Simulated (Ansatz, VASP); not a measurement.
**SiO2 in VASP and in Ansatz**

```
CELL_PARAMETERS angstrom
-2.35812 2.35812 3.71887
2.35812 -2.35812 3.71887
2.35812 2.35812 -3.71887
ATOMIC_POSITIONS crystal
Si 0.00000 0.00000 0.00000
Si 0.75000 0.25000 0.50000
O 0.99838 0.62500 0.87338
O 0.37500 0.24838 0.37338
O 0.75162 0.12500 0.12662
O 0.87500 0.00162 0.62662
```

Change from the starting cell: volume scaled by 0.98.

Alike in both runs: task single point; functional PBE; k mesh 7 × 7 × 7; occupations fermi-dirac, width 0.03 eV; no spin polarisation.

|  | VASP | Ansatz |
| --- | --- | --- |
| version | VASP 6.6.1 | Ansatz 0.2.0 |
| potentials or method | VASP PAW PBE potentials, release 64 (Si, O), cutoff 520 eV | all-electron LAPW, scalar-relativistic |

|  | VASP | Ansatz | Ansatz less VASP |
| --- | --- | --- | --- |
| gap on the k mesh at the Fermi level (eV) | 6.18 | 6.19 | +0.008 |
| pressure (GPa) | 7.4 | 7.2 | -0.21 |
| traceless stress, the component that is largest in VASP (GPa) | -1.18 | -1.24 | -0.067 |
| rms of the force components (eV/Å) | 0.190 | 0.188 | -0.0017 |

Atom by atom the forces differ by 0.002 eV/Å (rms over components). Ansatz ran all-electron here, and VASP with PAW potentials.
